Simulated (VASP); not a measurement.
# TiO2 in VASP: notebook, part 2 of 2

VASP 6.6.1. The steps go on from the part before.

## Step 4: Single point, PBE

The input, INCAR:

```
ALGO     = Normal         # electronic algorithm
EDIFF    = 1E-6           # SCF threshold, eV
ENCUT    = 520            # plane-wave cutoff, eV
GGA      = PE             # functional
ISIF     = 2              # what is computed and relaxed
ISMEAR   = -1             # smearing method
ISYM     = 0            
LASPH    = T              # aspherical terms in the spheres
LCHARG   = T              # write CHGCAR
LELF     = T              # ELF
LREAL    = Auto         
LVHAR    = T            
LWAVE    = F              # write WAVECAR
NBANDS   = 87             # bands
NELM     = 60             # most SCF steps
PREC     = Accurate       # precision mode
SIGMA    = 0.05           # smearing width, eV
```

The input, KPOINTS:

```
k-points
0
Gamma
  1 1 1
```

The input, POSCAR:

```
TiO2
1.0
    5.9678230000     -0.0646880000     -0.1248110000
   -0.0646880000      6.0763150000     -0.0548890000
   -0.1248110000     -0.0548890000      5.9604060000
Ti O
6 12
Direct
    0.9002427148      0.0822501535      0.9049889927
    0.5412308021      0.7578742492      0.6876337815
    1.0138576290      0.5302003689      0.6799182392
    0.6868091220      0.4376256702      0.2280259380
    0.1259133743      0.2047983820      0.3349923734
    0.4789683332      0.9649155612      0.1504016282
    0.8870415893      0.8231218885      0.7280134751
    0.4105994035      0.2913264628      0.2127475780
    0.1043098226      0.2017765546      0.6416825174
    0.0145678402      0.4877559949      0.3276740990
    0.7988697722      0.1244841756      0.2256513310
    0.2982533269      0.6008943002      0.7407793669
    0.5744666182      0.0328729697      0.8479189367
    0.1497712270      0.9812511235      0.0704425151
    0.6708353025      0.5055401316      0.5321483498
    0.4188183050      0.9082443869      0.4542708597
    0.6058352209      0.7023001420      0.0851285050
    0.8656492606      0.4015421978      0.9190504472
```

Started as:

```
> cat potpaw_PBE.64/Ti_sv/POTCAR potpaw_PBE.64/O/POTCAR > POTCAR
> mpirun -np 1 vasp_gam > vasp.out
```

Wall time 80 s (1 thread of Intel Xeon Platinum 8488C (Sapphire Rapids), shared host); peak memory 0.3 GiB.

The run converged. Its results:

* Free energy: -159.5243 eV
* Pressure: 1.9 GPa
* Largest force: 1.928 eV/Å
* Band gap on the k mesh: 2.77 eV

Forces on the atoms (eV/Å):
```
Ti  -0.206 -0.274 -1.843
Ti   1.289  0.586 -1.125
Ti  -1.826 -0.222 -0.576
Ti   0.263  1.232  0.560
Ti  -0.855  0.515  0.703
Ti  -0.345  0.314  0.230
O    0.388 -1.141 -0.519
O   -0.435 -0.367  0.019
O   -0.556  0.063 -0.223
O    0.768 -0.758  0.723
O    0.319 -0.100  0.042
O   -0.752 -0.159  1.167
O    0.163  0.903  1.280
O    1.205  0.059  1.199
O    0.235  0.628 -0.440
O    0.071 -0.418 -1.085
O   -0.382 -0.609 -0.013
O    0.656 -0.252 -0.100
```

Stress tensor (GPa, compression positive):
```
 2.27  0.77 -0.32
 0.77  2.66  2.47
-0.32  2.47  0.66
```

Levels at points of the mesh, in eV from the valence-band top:
| k point | band 69 | band 70 | band 71 | band 72 | band 73 | band 74 | band 75 | band 76 |
| --- | --- | --- | --- | --- | --- | --- | --- | --- |
| (0.00, 0.00, 0.00) | -0.54 | -0.50 | -0.19 | 0.00 | 2.77 | 2.94 | 3.01 | 3.29 |

Caveat: the k points lie up to 1.05 Å⁻¹ apart.

## Step 5: Single point, PBE

The input, INCAR:

```
  ALGO = Normal
  EDIFF = 1E-7
  ENCUT = 520
  GGA = PE
  ISIF = 2
  ISMEAR = -1
  ISYM = 0
  LASPH = True
  LCHARG = False
  LREAL = Auto
  LWAVE = False
  NBANDS = 87
  NELM = 100
  PREC = Accurate
  SIGMA = 0.05
```

KPOINTS is that of step 4.

The input, POSCAR:

```
TiO2
1.0
    5.9678230000     -0.0646880000     -0.1248110000
   -0.0646880000      6.0763150000     -0.0548890000
   -0.1248110000     -0.0548890000      5.9604060000
Ti O
6 12
Direct
    0.9170244297      0.0652493474      0.8824192861
    0.5116641334      0.7771869745      0.6895250639
    0.9964071470      0.5116416151      0.6561794732
    0.6910073823      0.4480025199      0.2217301527
    0.1087557631      0.1836856415      0.3291848301
    0.4780553490      0.9982517859      0.1456185381
    0.8885775510      0.7981338627      0.7357112959
    0.4122541135      0.2997307668      0.2156107772
    0.1047011657      0.1879756146      0.6442481688
    0.0342472318      0.4664071531      0.3294539086
    0.8031172367      0.1184694502      0.2246834419
    0.2757684650      0.6079398438      0.7610465039
    0.5722380477      0.0477587175      0.8415361355
    0.1613943676      0.9869845022      0.0764352940
    0.6722646334      0.5403420296      0.5194469730
    0.4050041894      0.8944190125      0.4378791886
    0.6097551805      0.7025402957      0.0838472896
    0.8587458145      0.3730018692      0.9087121957
```

Potentials or basis: VASP PAW PBE potentials, release 64 (Ti_sv, O).

Started as:

```
> cat potpaw_PBE.64/Ti_sv/POTCAR potpaw_PBE.64/O/POTCAR > POTCAR
> mpirun -np 1 vasp_gam > vasp.out
```

OUTCAR:

```text
EDIFF = 1E-7
   ENCUT = 520
   GGA = PE
   ISIF = 2
   ISMEAR = -1
   ISYM = 0
   LASPH = True
   LREAL = Auto
   NELM = 100
   PREC = Accurate

 ion  position               nearest neighbor table
   1  0.917  0.065  0.882-   7 1.83  14 1.90  18 1.91   9 1.99  13 2.06  11 2.20
   2  0.512  0.777  0.690-  16 1.77  12 1.80  13 1.88  15 2.03   7 2.26
   3  0.996  0.512  0.656-  12 1.84   7 1.93  18 1.94  10 1.99  15 2.08   9 2.08   5 2.87
   4  0.691  0.448  0.222-  17 1.83  15 1.86   8 1.87  10 2.12  11 2.13  18 2.20
   5  0.109  0.184  0.329-  10 1.78   9 1.88  11 1.93  14 1.95   8 2.07   6 2.76   3 2.87
   6  0.478  0.998  0.146-  14 1.92   8 1.92  16 1.93  13 1.95  17 2.01  11 2.09   5 2.76
   7  0.889  0.798  0.736-   1 1.83   3 1.93   2 2.26
   8  0.412  0.300  0.216-   4 1.87   6 1.92   5 2.07
   9  0.105  0.188  0.644-   5 1.88   1 1.99   3 2.08
  10  0.034  0.466  0.329-   5 1.78   3 1.99   4 2.12
  11  0.803  0.118  0.225-   5 1.93   6 2.09   4 2.13   1 2.20
  12  0.276  0.608  0.761-   2 1.80   3 1.84
  13  0.572  0.048  0.842-   2 1.88   6 1.95   1 2.06
  14  0.161  0.987  0.076-   1 1.90   6 1.92   5 1.95
  15  0.672  0.540  0.519-   4 1.86   2 2.03   3 2.08
  16  0.405  0.894  0.438-   2 1.77   6 1.93
  17  0.610  0.703  0.084-   4 1.83   6 2.01
  18  0.859  0.373  0.909-   1 1.91   3 1.94   4 2.20

IMPORTANT INFORMATION: All symmetrisations will be switched off!
NOSYMM: (Re-)initialisation of all symmetry stuff for point group C_1.

----------------------------------------------------------------------------------------

                                     Primitive cell

  volume of cell :     216.0000

  direct lattice vectors                    reciprocal lattice vectors
     5.967823000 -0.064688000 -0.124811000     0.167658758  0.001816748  0.003527507
    -0.064688000  6.076315000 -0.054889000     0.001816748  0.164606808  0.001553896
    -0.124811000 -0.054889000  5.960406000     0.003527507  0.001553896  0.167861982

  length of vectors
     5.969478510  6.076907217  5.961965303     0.167705704  0.164624167  0.167906232

[... 113 lines left out ...]
   GGA     = PE    functional components
   LHFCALC =     F    Hartree Fock is set to
   AEXX    =    0.0000 exact exchange contribution
   IVDW    =     0    specifies the selected vdW correction
   LEPSILON=     F    determine dielectric tensor
   LRPA    =     F    only Hartree local field effects (RPA)
 non-spin polarized calculation
  energy-cutoff  :      520.00
  volume of cell :      216.00
 maximum number of plane-waves:      2896
 NGX is ok and might be reduce to    48
   NGX = 23   NGY = 23   NGZ = 23

 number of electron     144.0000000 magnetization

 Free energy of the ion-electron system (eV)
  ---------------------------------------------------
  ext. energy  EPLUGINS =         0.00000000
  ---------------------------------------------------
  free energy    TOTEN  =      -159.51193446 eV

  energy without entropy =     -159.51193446  energy(sigma->0) =     -159.51193446

 E-fermi :   4.1300     XC(G=0): -10.3770

 val. band max:        2.9296872203   @ k =   0.0000   0.0000   0.0000
 cond. band min:       5.5339366560   @ k =   0.0000   0.0000   0.0000
 fundamental gap:      2.6042494358
 Fermi energy:         4.1300191912

 k-point     1 :       0.0000    0.0000    0.0000
  band No.  band energies     occupation
      1     -53.6319      2.00000
      2     -53.5880      2.00000
      3     -53.3578      2.00000
      4     -53.1725      2.00000
      5     -53.1281      2.00000
      6     -52.8968      2.00000
[... 76 lines left out ...]
     83       6.8299      0.00000
     84       7.0463      0.00000
 [bands above 84 left out]

------------------------ aborting loop because EDIFF is reached ----------------------------------------

  FORCE on cell =-STRESS in cart. coord.  units (eV):
  Direction    XX          YY          ZZ          XY          YZ          ZX
  --------------------------------------------------------------------------------------
  -------------------------------------------------------------------------------------
  Total       -0.5347593      7.3309478      3.4833216      0.7604506      6.2130776      2.0901209
  in kB       -3.9665705     54.3772149     25.8374949      5.6406333     46.0854265     15.5034464
  external PRESSURE =      25.4160464 kB  Pullay stress =       0.0000000 kB

 VOLUME and BASIS-vectors are now :
 -----------------------------------------------------------------------------
  energy-cutoff  :      520.00
  volume of cell :      216.00
      direct lattice vectors                 reciprocal lattice vectors
     5.967823000 -0.064688000 -0.124811000     0.167658758  0.001816748  0.003527507
    -0.064688000  6.076315000 -0.054889000     0.001816748  0.164606808  0.001553896
    -0.124811000 -0.054889000  5.960406000     0.003527507  0.001553896  0.167861982

 POSITION                                       TOTAL-FORCE (eV/Angst)
 -----------------------------------------------------------------------------------
      5.35828      0.28872      5.14154        -0.766671     -0.200912     -0.205713
      2.91719      4.65149      4.00333         1.676819     -1.481061     -0.674431
      5.83139      3.00842      3.75865        -0.577578      0.523417      1.835152
      4.06716      2.66533      1.21077        -0.218923      1.932489     -0.107642
      0.59607      1.09103      1.93842         0.091860     -0.021347      1.192826
      2.77020      6.02678      0.75349         1.452829     -1.818130     -0.002124
[... 10 lines left out ...]
      3.58300      4.22481      0.38510        -0.373684      0.195002      0.094466
      4.98730      2.16105      5.28864         0.626254      0.728144     -0.827778
 -----------------------------------------------------------------------------------
    total drift:                               -0.009560     -0.010297     -0.011357

  FREE ENERGIE OF THE ION-ELECTRON SYSTEM (eV)
  ---------------------------------------------------
  free  energy   TOTEN  =      -159.5119344608 eV

  energy  without entropy=     -159.5119344607  energy(sigma->0) =     -159.51193446
```

It took 68 s on 1 thread of Intel Xeon Platinum 8488C (Sapphire Rapids), shared host; peak memory 0.3 GiB.

Results:

- Free energy: -159.5119 eV
- Pressure: 2.5 GPa
- Largest force: 2.337 eV/Å
- Band gap on the k mesh: 2.60 eV

Forces in eV/Å, atoms in the order of the input:
```
Ti  -0.767 -0.201 -0.206
Ti   1.677 -1.481 -0.674
Ti  -0.578  0.523  1.835
Ti  -0.219  1.932 -0.108
Ti   0.092 -0.021  1.193
Ti   1.453 -1.818 -0.002
O   -0.216  0.750 -0.410
O    0.037 -0.591  0.125
O   -0.705 -0.362 -0.471
O   -0.728  0.629  0.034
O    0.175  0.005  0.325
O   -0.375  0.052 -0.211
O   -0.185 -0.063  0.825
O    0.354 -0.395 -0.233
O    0.096 -0.568 -0.292
O   -0.363  0.686 -0.997
O   -0.374  0.195  0.094
O    0.626  0.728 -0.828
```

Stress tensor (GPa, compression positive):
```
-0.40  0.56  1.55
 0.56  5.44  4.61
 1.55  4.61  2.58
```

Caveat: the k points lie up to 1.05 Å⁻¹ apart.
